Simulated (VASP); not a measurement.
# YAl2N3 (I4/mmm) in VASP: single point with PBE

Aim: the single point of YAl2N3 with PBE.

Program: VASP 6.6.1. These are calculated values, not measurements. Logs are shortened: lines on timing, memory, paths and dates and some standing lists are left out, and cuts for length are marked.

## 1. The cell of the first run

Symmetry: I4/mmm, No. 139, tetragonal system. The conventional cell has a = 3.433 Å, b = 3.433 Å, c = 14.566 Å, α = 90.00°, β = 90.00°, γ = 90.00°. Within 3.2 Å of Y (site symmetry 4/mmm) lie 6 N at 2.43 Å. Al (site symmetry 4mm) has 6 N at 2.43 Å within 3.2 Å. Within 3.2 Å of N (site symmetry 4mm) lie 5 Al at 2.43 Å and 1 Y at 2.43 Å. N (site symmetry 4/mmm) has 4 Y at 2.43 Å and 2 Al at 2.43 Å within 3.2 Å.

## 2. Single point, PBE

Contents of INCAR:

```
SYSTEM = YAl2N3
PREC = Accurate
ENCUT = 520
EDIFF = 1E-7
ISMEAR = 0
SIGMA = 0.1
LREAL = .False.
LASPH = .True.
NELM = 100
ALGO = Normal
ISIF = 2
LWAVE = .False.
LCHARG = .False.
GGA = PE
NBANDS = 25
```

Contents of KPOINTS:

```
regular mesh
0
Gamma
  8 8 8
  0 0 0
```

Contents of POSCAR:

```
YAl2N3
1.0
   -1.7166108300      1.7166108300      7.2829629500
    1.7166108300     -1.7166108300      7.2829629500
    1.7166108300      1.7166108300     -7.2829629500
Y Al N
1 2 3
Direct
    0.5000000000      0.5000000000      0.0000000000
    0.8333333300      0.8333333300      0.0000000000
    0.1666666700      0.1666666700      0.0000000000
    0.6666666700      0.6666666700      0.0000000000
    0.0000000000      0.0000000000      0.0000000000
    0.3333333300      0.3333333300      0.0000000000
```

Potentials or basis: VASP PAW PBE potentials, release 64 (Y_sv, Al, N).

Launch:

```sh
> cat potpaw_PBE.64/Y_sv/POTCAR potpaw_PBE.64/Al/POTCAR potpaw_PBE.64/N/POTCAR > POTCAR
> mpirun -np 1 vasp_std > vasp.out
```

OUTCAR:

```text
SYSTEM = YAl2N3
   PREC = Accurate
   ENCUT = 520
   EDIFF = 1E-7
   ISMEAR = 0
   LREAL = .False.
   LASPH = .True.
   NELM = 100
   ISIF = 2
   GGA = PE

 ion  position               nearest neighbor table
   1  0.500  0.500  0.000-   5 2.43   5 2.43   5 2.43   5 2.43   6 2.43   4 2.43   3 3.43   2 3.43
                             2 3.43   3 3.43   2 3.43   3 3.43   2 3.43   3 3.43
   2  0.833  0.833  0.000-   4 2.43   6 2.43   6 2.43   6 2.43   6 2.43   5 2.43   1 3.43   1 3.43
                             1 3.43   1 3.43
   3  0.167  0.167  0.000-   6 2.43   4 2.43   4 2.43   4 2.43   4 2.43   5 2.43   1 3.43   1 3.43
                             1 3.43   1 3.43
   4  0.667  0.667  0.000-   2 2.43   3 2.43   3 2.43   3 2.43   3 2.43   1 2.43
   5  0.000  0.000  0.000-   1 2.43   1 2.43   1 2.43   1 2.43   3 2.43   2 2.43
   6  0.333  0.333  0.000-   3 2.43   2 2.43   2 2.43   2 2.43   2 2.43   1 2.43

  LATTYP: Found a body centered tetragonal cell.
 ALAT       =     3.4332216600
 C/A-ratio  =     4.2426406864

  Lattice vectors:

 A1 = (  -1.7166108300,   1.7166108300,   7.2829629500)
 A2 = (   1.7166108300,  -1.7166108300,   7.2829629500)
 A3 = (   1.7166108300,   1.7166108300,  -7.2829629500)

Analysis of symmetry for initial positions (statically):
=====================================================================
 Subroutine PRICEL returns:
 Original cell was already a primitive cell.

 Routine SETGRP: Setting up the symmetry group for a
 body centered tetragonal supercell.

 Subroutine GETGRP returns: Found 16 space group operations
 (whereof 16 operations were pure point group operations)
 out of a pool of 16 trial point group operations.

The static configuration has the point symmetry D_4h.

Analysis of symmetry for dynamics (positions and initial velocities):
=====================================================================
 Subroutine PRICEL returns:
 Original cell was already a primitive cell.

 Routine SETGRP: Setting up the symmetry group for a
 body centered tetragonal supercell.

 Subroutine GETGRP returns: Found 16 space group operations
 (whereof 16 operations were pure point group operations)
 out of a pool of 16 trial point group operations.

The dynamic configuration has the point symmetry D_4h.

 Subroutine INISYM returns: Found 16 space group operations
 (whereof 16 operations are pure point group operations),
 and found     1 'primitive' translations

[... 101 lines left out ...]
   NELM   =    100;   NELMIN=  2; NELMDL= -5     # of ELM steps
   EDIFF  = 0.1E-06   stopping-criterion for ELM
   LREAL  =      F    real-space projection
   EDIFFG = 0.1E-05   stopping-criterion for IOM
   NSW    =      0    number of steps for IOM
   IBRION =     -1    ionic relax: 0-MD 1-quasi-New 2-CG
   NFREE  =      0    steps in history (QN), initial steepest desc. (CG)
   ISIF   =      2    stress and relaxation
   ISYM   =      2    0-nonsym 1-usesym 2-fastsym
   POTIM  = 0.5000    time-step for ionic-motion
   TEBEG  =    0.0;   TEEND  =   0.0 temperature during run
   PSTRESS=    0.0 pullay stress
   NELECT =      32.0000    total number of electrons
   NUPDOWN=      -1.0000    fix difference up-down
   EMIN   =  10.00;   EMAX   =-10.00  energy-range for DOS
   EFERMI =   0.00;   METHOD = LEGACY
   ISMEAR =     0;   SIGMA  =   0.10  broadening in eV -4-tet -1-fermi 0-gaus
   EFERMI_NEDOS =   21; number of points for ismear=-14 and -15
   IALGO  =     38    algorithm
   IMIX   =      4    mixing-type and parameters
     AMIX     =   0.40;   BMIX     =  1.00
     AMIX_MAG =   1.60;   BMIX_MAG =  1.00
  volume/ion in A,a.u.               =      14.31        96.55
  Fermi-wavevector in a.u.,A,eV,Ry     =   1.178205  2.226485 18.887162  1.388167
  Thomas-Fermi vector in A             =   2.314538
   LORBIT       =      0    0 simple, 1 ext, 2 COOP (PROOUT), +10 PAW based schemes
   GGA     = PE    functional components
   LHFCALC =     F    Hartree Fock is set to
   AEXX    =    0.0000 exact exchange contribution
   IVDW    =     0    specifies the selected vdW correction
   LEPSILON=     F    determine dielectric tensor
   LRPA    =     F    only Hartree local field effects (RPA)
 non-spin polarized calculation
 Gauss-broadening in eV      SIGMA  =   0.10
  energy-cutoff  :      520.00
  volume of cell :       85.84
 maximum number of plane-waves:      2344
 NGX is ok and might be reduce to    60
   NGX = 29   NGY = 29   NGZ = 29

 number of electron      31.9999999 magnetization

 Free energy of the ion-electron system (eV)
  ---------------------------------------------------
  ext. energy  EPLUGINS =         0.00000000
  ---------------------------------------------------
  free energy    TOTEN  =       -42.45465164 eV

  energy without entropy =      -42.45415662  energy(sigma->0) =      -42.45440413

 E-fermi :   4.6027     XC(G=0): -10.4189

 val. band max:        4.5306681098   @ k =   0.0000   0.0000   0.0000
 cond. band min:       4.9079588225   @ k =  -0.1250  -0.1250   0.1250
 fundamental gap:      0.3772907127
 Fermi energy:         4.6026964564

 k-point     1 :       0.0000    0.0000    0.0000
  band No.  band energies     occupation
      1     -36.3428      2.00000
      2     -16.5624      2.00000
      3     -16.1715      2.00000
      4     -16.1715      2.00000
      5      -9.2534      2.00000
      6      -8.0238      2.00000
[... 661 lines left out ...]
     24      11.5464      0.00000
     25      12.2885      0.00000

 [... further k-points ...]
[... 5 lines left out ...]
  --------------------------------------------------------------------------------------
  -------------------------------------------------------------------------------------
  Total      -14.1095860    -14.1095860    -16.4829230      0.0000000      0.0000000      0.0000000
  in kB     -263.3377170   -263.3377170   -307.6330728      0.0000000      0.0000000      0.0000000
  external PRESSURE =    -278.1028356 kB  Pullay stress =       0.0000000 kB

 VOLUME and BASIS-vectors are now :
 -----------------------------------------------------------------------------
  energy-cutoff  :      520.00
  volume of cell :       85.84
      direct lattice vectors                 reciprocal lattice vectors
    -1.716610830  1.716610830  7.282962950     0.000000000  0.291271610  0.068653377
     1.716610830 -1.716610830  7.282962950     0.291271610  0.000000000  0.068653377
     1.716610830  1.716610830 -7.282962950     0.291271610  0.291271610  0.000000000

 POSITION                                       TOTAL-FORCE (eV/Angst)
 -----------------------------------------------------------------------------------
      0.00000      0.00000      7.28296        -0.000000     -0.000000     -0.000000
      0.00000      0.00000     12.13827         0.000000      0.000000     -0.668605
      0.00000      0.00000      2.42765        -0.000000     -0.000000      0.668605
      0.00000      0.00000      9.71062        -0.000000     -0.000000      1.371404
      0.00000      0.00000      0.00000        -0.000000     -0.000000      0.000000
      0.00000      0.00000      4.85531         0.000000      0.000000     -1.371404
 -----------------------------------------------------------------------------------
    total drift:                               -0.000000     -0.000000      0.000000

  FREE ENERGIE OF THE ION-ELECTRON SYSTEM (eV)
  ---------------------------------------------------
  free  energy   TOTEN  =       -42.4546516422 eV

  energy  without entropy=      -42.4541566232  energy(sigma->0) =      -42.45440413
```

OSZICAR:

```text
N       E                     dE             d eps       ncg     rms          rms(c)
DAV:   1     0.126840722208E+03    0.12684E+03   -0.14736E+04  2950   0.118E+03
DAV:   2    -0.376948841763E+02   -0.16454E+03   -0.15267E+03  3985   0.252E+02
DAV:   3    -0.490159890288E+02   -0.11321E+02   -0.11209E+02  4612   0.585E+01
DAV:   4    -0.493799364743E+02   -0.36395E+00   -0.36363E+00  4106   0.856E+00
DAV:   5    -0.493848975866E+02   -0.49611E-02   -0.49608E-02  4197   0.991E-01    0.340E+01
DAV:   6    -0.426633791405E+02    0.67215E+01   -0.29601E+01  3637   0.282E+01    0.314E+01
DAV:   7    -0.425442603214E+02    0.11912E+00   -0.26508E+00  3710   0.810E+00    0.218E+01
DAV:   8    -0.425387566672E+02    0.55037E-02   -0.10802E+00  3717   0.571E+00    0.583E+00
DAV:   9    -0.424542936581E+02    0.84463E-01   -0.36860E-01  3670   0.299E+00    0.755E-01
DAV:  10    -0.424549282390E+02   -0.63458E-03   -0.27364E-02  3756   0.956E-01    0.532E-01
DAV:  11    -0.424546146023E+02    0.31364E-03   -0.45470E-03  3623   0.383E-01    0.120E-01
DAV:  12    -0.424546492273E+02   -0.34625E-04   -0.50058E-04  3863   0.161E-01    0.373E-02
DAV:  13    -0.424546519549E+02   -0.27277E-05   -0.55802E-05  3700   0.522E-02    0.208E-02
DAV:  14    -0.424546523832E+02   -0.42823E-06   -0.11174E-05  4280   0.184E-02    0.130E-02
DAV:  15    -0.424546521874E+02    0.19579E-06   -0.86291E-07  3788   0.538E-03    0.609E-03
DAV:  16    -0.424546516524E+02    0.53498E-06   -0.74852E-07  3906   0.476E-03    0.920E-04
DAV:  17    -0.424546516422E+02    0.10194E-07   -0.41821E-08  1876   0.132E-03
   1 F= -.42454652E+02 E0= -.42454404E+02  d E =-.495019E-03
```

Run time: 7.4 min. Hardware: 1 thread of Intel Xeon Platinum 8488C (Sapphire Rapids), shared host; peak memory 0.6 GiB.

Results:

| Quantity | Value |
| --- | --- |
| Free energy | -42.4547 eV |
| Pressure | -27.8 GPa |
| Largest force | 1.371 eV/Å |
| Band gap on the k mesh | zero (filled and empty bands touch) |

Forces on the atoms (eV/Å):
```
Y    0.000  0.000  0.000
Al   0.000  0.000 -0.669
Al   0.000  0.000  0.669
N    0.000  0.000  1.371
N    0.000  0.000  0.000
N    0.000  0.000 -1.371
```

Levels at points of the mesh, in eV from the Fermi level:
```
           k point  band 14  band 15  band 16  band 17  band 18  band 19
(0.00, 0.00, 0.00)    -0.33    -0.32    -0.07    -0.07     1.33     1.98
(0.50, 0.00, 0.00)    -1.28    -0.99    -0.86     3.15     3.70     4.28
(0.50, 0.50, 0.00)    -1.55    -0.91    -0.71     0.68     2.46     2.54
(0.50, 0.50, 0.50)    -1.15    -0.17    -0.17     0.79     1.31     2.06
```

Caveat: forces of over 1 eV/Å act on the atoms, so gaps and moduli don't describe the material at rest.
